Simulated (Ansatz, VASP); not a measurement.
# BaCu3 in VASP and in Ansatz

File INCAR:

```
ALGO = Normal
EDIFF = 1E-6
ENCUT = 520
GGA = PS
ISIF = 2
ISMEAR = 0
LASPH = T
LCHARG = F
LREAL = F
LWAVE = F
NBANDS = 30
NELM = 60
PREC = Accurate
SIGMA = 0.05
```

The input KPOINTS:

```
k-points
0
Gamma
  8 8 8
```

The input POSCAR:

```
BaCu3
1.0
    4.3657023859      0.0000000000      0.0000000000
    0.0000000000      4.3657023859      0.0000000000
    0.0000000000      0.0000000000      4.3657023859
Ba Cu
1 3
Direct
    0.0000000000      0.0000000000      0.0000000000
    0.0000000000      0.5000000000      0.5000000000
    0.5000000000      0.5000000000      0.0000000000
    0.5000000000      0.0000000000      0.5000000000
```

Input for Ansatz:

```yaml
crystal:
  lattice:
    - [4.3657023859, 0.0, 0.0]
    - [0.0, 4.3657023859, 0.0]
    - [0.0, 0.0, 4.3657023859]
  atoms:
    - { symbol: Ba, position: [0.0, 0.0, 0.0] }
    - { symbol: Cu, position: [0.0, 0.5, 0.5] }
    - { symbol: Cu, position: [0.5, 0.5, 0.0] }
    - { symbol: Cu, position: [0.5, 0.0, 0.5] }
basis:
  ecutwfc: 420
  ecutrho_ratio: 4
kpoints:
  mp_grid: { grid: [8, 8, 8] }
hamiltonian:
  xc: pbesol
scf:
  occupations: { method: gaussian, width: 0.05 }
output:
  forces: true
  stress: true
  eigenvalues: true
```

Alike in both runs: task single point; functional PBEsol; k mesh 8 × 8 × 8; occupations gaussian, width 0.05 eV; no spin polarisation.

|  | VASP | Ansatz |
| --- | --- | --- |
| version | VASP 6.6.1 | Ansatz 0.2.0 |
| potentials or method | VASP PAW PBE potentials, release 64 (Ba_sv, Cu), cutoff 520 eV | scalar-relativistic, plane waves, PAW |
| valence electrons in the cell | 43 | 67 |

VASP gave:

```
gap on the k mesh at the Fermi level (eV) : none
pressure (GPa)                            : -0.6
```

Which values does Ansatz return?

gap on the k mesh at the Fermi level (eV): none; pressure (GPa): -1.5.

VASP's potentials were made for PBE, not for PBEsol. A gap of «none» marks a metal or a gap that the smearing closes. With one functional, cell and mesh, what is left measures potentials, basis and numerics. VASP's potentials hold 43 valence electrons a cell and Ansatz's 67, so a difference there can come from the potentials and not from the codes.

Spin-orbit coupling is off throughout.
